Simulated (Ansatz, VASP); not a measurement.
## TaN in VASP and in Ansatz

```
CELL_PARAMETERS angstrom
0.00000 1.94171 2.18784
2.18784 0.00000 2.18784
2.18784 1.94171 0.00000
ATOMIC_POSITIONS crystal
Ta 0.50000 0.50000 0.50000
N 0.00000 0.00000 0.00000
```

Change from the starting cell: strain -0.1125 x Voigt [0, 1, 0, 0, 0, 0], atoms carried along.

Alike in both runs: task single point; functional PBEsol; k mesh 24 × 24 × 24; occupations gaussian, width 0.15 eV; no spin polarisation.

|  | VASP | Ansatz |
| --- | --- | --- |
| version | VASP 6.6.1 | Ansatz 0.2.0 |
| potentials or method | VASP PAW PBE potentials, release 64 (Ta_pv, N), cutoff 520 eV | scalar-relativistic, plane waves, PAW |
| valence electrons in the cell | 16 | 18 |

```csv
,VASP,Ansatz,Ansatz less VASP
gap on the k mesh at the Fermi level (eV),none,none,-
pressure (GPa),75.3,73.1,-2.25
"traceless stress, the component that is largest in VASP (GPa)",100.98,99.64,-1.339
```

VASP's potentials were made for PBE, not for PBEsol. A gap of «none» marks a metal or a gap that the smearing closes. Both programs put the cell under a high pressure, so it lies far from rest at this level. VASP's potentials hold 16 valence electrons a cell and Ansatz's 18, so a difference there can come from the potentials and not from the codes.

Neither program's run includes spin-orbit coupling. Noted on VASP's run: the cell as given lies far from equilibrium.
